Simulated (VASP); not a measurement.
# TiGe4Mo (P4/mmm) in VASP: further runs, part 2 of 2

VASP 6.6.1. Earlier steps stand in the parts before.

## 3. Single point, PBE

This run uses another cell than the first one, of 15.80 Å³/atom, 0.867 times its volume.

Input file INCAR:

```
SYSTEM = TiGe4Mo
PREC = Accurate ; ENCUT = 520
EDIFF = 1E-7 ; ISMEAR = 0
SIGMA = 0.1 ; LREAL = .FALSE.
LASPH = .TRUE. ; NELM = 80
ALGO = Normal ; ISIF = 2
LWAVE = .FALSE. ; LCHARG = .FALSE.
GGA = PE ; NBANDS = 50
```

Input file KPOINTS:

```
regular mesh
0
G
  6 6 2
  0 0 0
```

Input file POSCAR:

```
TiGe4Mo
1.0
    3.3415369641      0.0000000000      0.0000000000
    0.0000000000      3.3415369641      0.0000000000
    0.0000000000      0.0000000000      8.4904260244
Ti Ge Mo
1 4 1
Direct
    0.5000000000      0.5000000000      0.5000000000
    0.0000000000      0.0000000000      0.6651975971
    0.5000000000      0.5000000000      0.1601400886
    0.0000000000      0.0000000000      0.3348024029
    0.5000000000      0.5000000000      0.8398599114
    0.0000000000      0.0000000000      0.0000000000
```

Potentials or basis: VASP PAW PBE potentials, release 64 (Ti_sv, Ge_d, Mo_sv).

Command:

```bash
> cat potpaw_PBE.64/Ti_sv/POTCAR potpaw_PBE.64/Ge_d/POTCAR potpaw_PBE.64/Mo_sv/POTCAR > POTCAR
> mpirun -np 1 vasp_std > vasp.out
```

OUTCAR:

```text
SYSTEM = TiGe4Mo
   PREC = Accurate
   ENCUT = 520
   EDIFF = 1E-7
   ISMEAR = 0
   LREAL = .FALSE.
   LASPH = .TRUE.
   NELM = 80
   ISIF = 2
   GGA = PE

 ion  position               nearest neighbor table
   1  0.500  0.500  0.500-   2 2.75   4 2.75   2 2.75   4 2.75   2 2.75   4 2.75   2 2.75   4 2.75
                             3 2.89   5 2.89
   2  0.000  0.000  0.665-   1 2.75   1 2.75   1 2.75   1 2.75   5 2.79   5 2.79   5 2.79   5 2.79
                             4 2.81   6 2.84
   3  0.500  0.500  0.160-   5 2.72   6 2.73   6 2.73   6 2.73   6 2.73   4 2.79   4 2.79   4 2.79
                             4 2.79   1 2.89
   4  0.000  0.000  0.335-   1 2.75   1 2.75   1 2.75   1 2.75   3 2.79   3 2.79   3 2.79   3 2.79
                             2 2.81   6 2.84
[... 1266 lines left out ...]
  Total        0.0826682      0.0826682      0.1188809      0.0000000      0.0000000      0.0000000
  in kB        1.3970988      1.3970988      2.0090959      0.0000000      0.0000000      0.0000000
  external PRESSURE =       1.6010978 kB  Pullay stress =       0.0000000 kB

 VOLUME and BASIS-vectors are now :
 -----------------------------------------------------------------------------
  energy-cutoff  :      520.00
  volume of cell :       94.80
      direct lattice vectors                 reciprocal lattice vectors
     3.341536964  0.000000000  0.000000000     0.299263486  0.000000000  0.000000000
     0.000000000  3.341536964  0.000000000     0.000000000  0.299263486  0.000000000
     0.000000000  0.000000000  8.490426024     0.000000000  0.000000000  0.117779720

 POSITION                                       TOTAL-FORCE (eV/Angst)
 -----------------------------------------------------------------------------------
      1.67077      1.67077      4.24521        -0.000000     -0.000000      0.000000
      0.00000      0.00000      5.64781        -0.000000      0.000000      0.011618
      1.67077      1.67077      1.35966        -0.000000      0.000000      0.007274
      0.00000      0.00000      2.84262         0.000000      0.000000     -0.011618
      1.67077      1.67077      7.13077         0.000000     -0.000000     -0.007274
      0.00000      0.00000      0.00000        -0.000000     -0.000000      0.000000
 -----------------------------------------------------------------------------------
    total drift:                                0.000000      0.000000      0.000000

  FREE ENERGIE OF THE ION-ELECTRON SYSTEM (eV)
  ---------------------------------------------------
  free  energy   TOTEN  =       -38.1552480488 eV

  energy  without entropy=      -38.1459508457  energy(sigma->0) =      -38.15059945
```

stdout:

```text
POSCAR found type information on POSCAR TiGeMo
 POSCAR found :  3 types and       6 ions
 scaLAPACK will be used
 LDA part: xc-table for (Slater+PW92), standard interpolation
 POSCAR, INCAR and KPOINTS ok, starting setup
 FFT: planning ... GRIDC
 FFT: planning ... GRID_SOFT
 FFT: planning ... GRID
 WAVECAR not read
 entering main loop
```

Run time: 4.2 min. Hardware: 1 thread of Intel Xeon 8259CL, shared host; peak memory 0.26 GiB.

Results:

* Free energy: -38.1552 eV
* Pressure: 0.2 GPa
* Largest force: 0.012 eV/Å
* Band gap on the k mesh: zero (band 41 reaches 9.68 eV, above the bottom of band 42 at 7.92 eV)

Forces on the atoms (eV/Å):
```
Ti   0.000  0.000  0.000
Ge   0.000  0.000  0.012
Ge   0.000  0.000  0.007
Ge   0.000  0.000 -0.012
Ge   0.000  0.000 -0.007
Mo   0.000  0.000  0.000
```

Caveat: the k points lie up to 0.37 Å⁻¹ apart.

## 4. Relaxation of cell and atoms, PBE

Input file INCAR:

```
SYSTEM = TiGe4Mo
  ALGO = Normal
  EDIFF = 1E-6
  EDIFFG = -0.04
  ENCUT = 600
  GGA = PE
  IBRION = 2
  ISIF = 3
  ISMEAR = 0
  LASPH = .True.
  LCHARG = .False.
  LREAL = .False.
  LWAVE = .False.
  NELM = 100
  NSW = 90
  PREC = Accurate
  SIGMA = 0.1
```

Input file KPOINTS:

```
k-points
0
Gamma
  6 6 2
  0 0 0
```

Input file POSCAR:

```
TiGe4Mo
1.0
    3.5401402700      0.0000000000      0.0000000000
    0.0000000000      3.5401402700      0.0000000000
    0.0000000000      0.0000000000      8.7286892900
Ti Ge Mo
1 4 1
Direct
    0.5000000000      0.5000000000      0.5000000000
    0.0000000000      0.0000000000      0.6616742600
    0.5000000000      0.5000000000      0.1616742600
    0.0000000000      0.0000000000      0.3383257400
    0.5000000000      0.5000000000      0.8383257400
    0.0000000000      0.0000000000      0.0000000000
```

Command:

```bash
> cat potpaw_PBE.64/Ti_sv/POTCAR potpaw_PBE.64/Ge_d/POTCAR potpaw_PBE.64/Mo_sv/POTCAR > POTCAR
> mpirun -np 1 vasp_std > vasp.out
```

Run time: 36 min. Hardware: 1 thread of Intel Xeon 8259CL, shared host; peak memory 0.31 GiB.

It converged, with:

| Item | Value |
| --- | --- |
| Free energy | -38.1614 eV |
| Relaxed volume | 15.84 Å³/atom |
| Relaxed cell | a = 3.345 Å, b = 3.345 Å, c = 8.493 Å, α = 90.00°, β = 90.00°, γ = 90.00° |
| Space group after relaxing (to 0.05 Å) | P4/mmm (No. 123) |
| Energy gained by relaxing | 123.9 meV/atom |
| Ionic steps | 13 |
| Pressure after relaxing | -0.2 GPa |
| Largest force after relaxing | 0.010 eV/Å |
| Band gap on the k mesh | zero (band 41 reaches 9.66 eV, above the bottom of band 42 at 7.90 eV) |

Forces on the atoms (eV/Å):
```
Ti   0.000  0.000  0.000
Ge   0.000  0.000 -0.010
Ge   0.000  0.000 -0.005
Ge   0.000  0.000  0.010
Ge   0.000  0.000  0.005
Mo   0.000  0.000  0.000
```

Stress tensor (GPa, compression positive):
```
-0.26  0.00  0.00
 0.00 -0.26  0.00
 0.00  0.00 -0.04
```

The path:
```csv
step,energy change (eV),largest force (eV/Å),pressure (GPa),volume (Å³)
1,0.0000,0.4342,-13.67,109.39
2,-0.3401,0.6978,15.92,86.56
3,-0.7210,0.2349,-0.03,95.08
4,-0.7210,0.2396,0.45,94.81
5,-0.7396,0.1635,0.30,94.65
6,-0.7399,0.1512,0.34,94.63
7,-0.7420,0.0789,-0.37,95.06
8,-0.7421,0.0700,-0.23,95.12
9,-0.7421,0.0557,-0.25,95.23
10,-0.7416,0.0534,-0.89,95.46
11,-0.7421,0.0555,-0.59,95.27
12,-0.7421,0.0559,-0.54,95.25
13,-0.7431,0.0102,-0.19,95.02
```

Final structure:
```xyz
6
Lattice="3.3449 0.0000 0.0000 0.0000 3.3449 0.0000 0.0000 0.0000 8.4925" Properties=species:S:1:pos:R:3 pbc="T T T"
Ti    1.6725    1.6725    4.2463
Ge    0.0000    3.3449    5.6511
Ge    1.6725    1.6725    1.3602
Ge    3.3449    0.0000    2.8414
Ge    1.6725    1.6725    7.1323
Mo    0.0000    0.0000    0.0000
```

Levels at points of the mesh, in eV from the Fermi level:
| k point | band 39 | band 40 | band 41 | band 42 | band 43 | band 44 |
| --- | --- | --- | --- | --- | --- | --- |
| (0.00, 0.00, 0.00) | 0.27 | 0.27 | 0.69 | 0.69 | 0.72 | 2.00 |
| (0.50, 0.00, 0.00) | -1.00 | -0.14 | 0.06 | 1.38 | 1.93 | 2.64 |
| (0.50, 0.50, 0.00) | -1.54 | -1.54 | -0.65 | -0.65 | 2.09 | 2.24 |
| (0.00, 0.00, 0.50) | -0.34 | -0.34 | 0.72 | 1.24 | 1.41 | 2.00 |
| (0.50, 0.00, 0.50) | -0.54 | -0.36 | 0.37 | 1.48 | 2.07 | 2.63 |
| (0.50, 0.50, 0.50) | -1.47 | -1.47 | -0.77 | -0.77 | 0.02 | 0.83 |

## 5. Single point, PBE

This run uses another cell than the first one, of 15.79 Å³/atom, 0.866 times its volume.

Input file INCAR:

```
  PREC = Accurate
  ENCUT = 520
  EDIFF = 1E-6
  ISMEAR = 0
  SIGMA = 0.1
  LREAL = False
  LASPH = True
  NELM = 100
  ALGO = Normal
  ISIF = 2
  LWAVE = False
  LCHARG = False
  GGA = PE
  NBANDS = 50
```

Input file KPOINTS:

```
Automatic mesh
0
Gamma
  12 12 6
```

Input file POSCAR:

```
TiGe4Mo
1.0
    3.3387942374      0.0000000000      0.0000000000
    0.0000000000      3.3387942374      0.0000000000
    0.0000000000      0.0000000000      8.4967955553
Ti Ge Mo
1 4 1
Direct
    0.5000000000      0.5000000000      0.5000000000
    0.0000000000      0.0000000000      0.6665093028
    0.5000000000      0.5000000000      0.1599245567
    0.0000000000      0.0000000000      0.3334906972
    0.5000000000      0.5000000000      0.8400754433
    0.0000000000      0.0000000000      0.0000000000
```

Command:

```bash
> cat potpaw_PBE.64/Ti_sv/POTCAR potpaw_PBE.64/Ge_d/POTCAR potpaw_PBE.64/Mo_sv/POTCAR > POTCAR
> mpirun -np 1 vasp_std > vasp.out
```

Wall time 19 min (1 thread of Intel Xeon 8259CL, shared host); peak memory 0.55 GiB.

Results (log left out):

```
Free energy            : -38.1237 eV
Pressure               : 0.2 GPa
Largest force          : 0.010 eV/Å
Band gap on the k mesh : zero (band 41 reaches 9.71 eV, above the bottom of band 42 at 7.95 eV)
```

Forces on the atoms (eV/Å):
```
Ti   0.000  0.000  0.000
Ge   0.000  0.000 -0.005
Ge   0.000  0.000  0.010
Ge   0.000  0.000  0.005
Ge   0.000  0.000 -0.010
Mo   0.000  0.000  0.000
```

Levels at points of the mesh, in eV from the Fermi level:
```csv
k point,band 37,band 38,band 39,band 40,band 41,band 42,band 43,band 44,band 45,band 46
"(0.00, 0.00, 0.00)",-0.53,-0.53,0.17,0.17,0.59,0.59,0.64,1.90,2.90,2.91
"(0.50, 0.00, 0.00)",-1.83,-1.58,-1.10,-0.22,-0.01,1.27,1.87,2.54,2.57,2.77
"(0.50, 0.50, 0.00)",-3.14,-3.00,-1.65,-1.65,-0.74,-0.74,2.03,2.17,2.49,2.79
"(0.00, 0.00, 0.50)",-0.95,-0.54,-0.45,-0.45,0.64,1.15,1.32,1.90,2.08,2.08
"(0.50, 0.00, 0.50)",-1.84,-1.55,-0.64,-0.44,0.30,1.37,2.00,2.54,2.92,2.94
"(0.50, 0.50, 0.50)",-2.33,-1.89,-1.56,-1.56,-0.88,-0.88,-0.08,0.72,2.03,2.79
```

## 6. The runs side by side

```csv
task,cell,k mesh,cutoff (eV),gap on the mesh (eV),pressure (GPa),largest force (eV/Å)
single point,"a = 3.540, b = 3.540, c = 8.729 Å, 6 atoms",6 × 6 × 2,520,none,-13.7,0.43
single point,"a = 3.342, b = 3.342, c = 8.490 Å, 6 atoms",6 × 6 × 2,520,none,0.2,0.01
relaxation of cell and atoms,"relaxed from a = 3.540, b = 3.540, c = 8.729 Å, 6 atoms",6 × 6 × 2,600,none,-0.2,0.01
single point,"a = 3.339, b = 3.339, c = 8.497 Å, 6 atoms",12 × 12 × 6,520,none,0.2,0.01
```

Alike in all rows: level PBE; potentials or basis VASP PAW PBE potentials, release 64 (Ti_sv, Ge_d, Mo_sv); no spin polarisation; smearing gaussian 0.1 eV.

Caveats: some runs use coarse meshes.

Total energies depend on the potentials used, so only differences within one code and one set of settings carry meaning.
